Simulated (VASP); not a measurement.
Set up this calculation in VASP 6.6.1, as the native input.

```yaml
Task: relaxation of cell and atoms
Functional: PBE
Potentials_or_basis: VASP PAW PBE potentials, release 64 (Zr_sv)
Cutoff: 500 eV
k_mesh: 8 × 8 × 8
Occupations: fermi-dirac, width 0.05 eV
Spin: no spin polarisation
Dipole_correction: no
Further_INCAR_settings: ALGO = Normal; EDIFF = 1e-07; IBRION = 2; EDIFFG = -0.005; NSW = 80; ISIF = 3
```

The structure of Zr lies in POSCAR:

```
Zr
1.0
   -1.8100000000      1.8100000000      1.8100000000
    1.8100000000     -1.8100000000      1.8100000000
    1.8100000000      1.8100000000     -1.8100000000
Zr
1
Direct
    0.0000000000      0.0000000000      0.0000000000
```

The input as run:

INCAR

```
SYSTEM = Zr
ALGO = Normal
EDIFF = 1E-7
EDIFFG = -0.005
ENCUT = 500
GGA = PE
GGA_COMPAT = .False.
IBRION = 2
ISIF = 3
ISMEAR = -1
LASPH = .True.
LCHARG = .False.
LREAL = .False.
LWAVE = .False.
NELM = 120
NELMIN = 4
NSW = 80
PREC = Accurate
SIGMA = 0.05
```

KPOINTS

```
k-points
0
Gamma
  8 8 8
  0 0 0
```

Potentials or basis: VASP PAW PBE potentials, release 64 (Zr_sv).

The run is started by

```console
$ cat potpaw_PBE.64/Zr_sv/POTCAR > POTCAR
$ mpirun -np 1 vasp_std > vasp.out
```

It gave:

```
Relaxed volume                         : 22.99 Å³/atom
Relaxed cell                           : a = 3.103 Å, b = 3.103 Å, c = 3.103 Å, α = 109.47°, β = 109.47°, γ = 109.47°
Space group after relaxing (to 0.05 Å) : Im-3m (No. 229)
Energy gained by relaxing              : 6.2 meV/atom
Ionic steps                            : 3
Pressure after relaxing                : 0.0 GPa
Band gap on the k mesh                 : zero (band 6 reaches 9.97 eV, above the bottom of band 7 at 8.31 eV)
```

Wall time 21 s on 1 thread of Intel Xeon 8259CL, with other jobs on the host, peak memory 0.14 GiB.
